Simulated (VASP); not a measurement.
SrTiO3, 5 atoms in the cell. It takes space group P4/mmm (No. 123, tetragonal). Conventional cell: a = 3.905 Å, b = 3.905 Å, c = 3.944 Å, α = 90.00°, β = 90.00°, γ = 90.00°. Within 3.6 Å of Sr (site symmetry 4/mmm) lie 12 O at 2.76 to 2.78 Å and 8 Ti at 3.39 Å. Within 2.6 Å of Ti (site symmetry 4/mmm) lie 6 O at 1.95 to 1.97 Å. Within 2.6 Å of O (site symmetry mmm) lie 2 Ti at 1.95 Å. Within 2.6 Å of O (site symmetry 4/mmm) lie 2 Ti at 1.97 Å.  This cell differs from its parent crystal: zz strain of +1 %.

| Quantity | Value |
| --- | --- |
| Program | VASP 6.6.1 |
| Task | single point |
| Functional | PBEsol |
| Potentials or basis | VASP PAW PBE potentials, release 64 (Sr_sv, Ti_sv, O) |
| Cutoff | 520 eV |
| k mesh | 7 × 7 × 7 |
| Occupations | fermi-dirac, width 0.05 eV |
| Spin | no spin polarisation |
| Dipole correction | no |
| Further INCAR settings | ALGO = Normal; EDIFF = 1e-07; NBANDS = 28 |

Potentials or basis: VASP PAW PBE potentials, release 64 (Sr_sv, Ti_sv, O).

Run with:

```bash
$ cat potpaw_PBE.64/Sr_sv/POTCAR potpaw_PBE.64/Ti_sv/POTCAR potpaw_PBE.64/O/POTCAR > POTCAR
$ mpirun -np 1 vasp_std > vasp.out
```

Hardware: 1 thread of Intel(R) Xeon(R) Platinum 8488C (Sapphire Rapids), on a shared host.

Problem. How long does it take, and how much memory?

Solution. It took 47 s on 1 thread of Intel(R) Xeon(R) Platinum 8488C (Sapphire Rapids) (shared host), peak memory 0.21 GiB. Counts: scf iterations 18, k points 40.
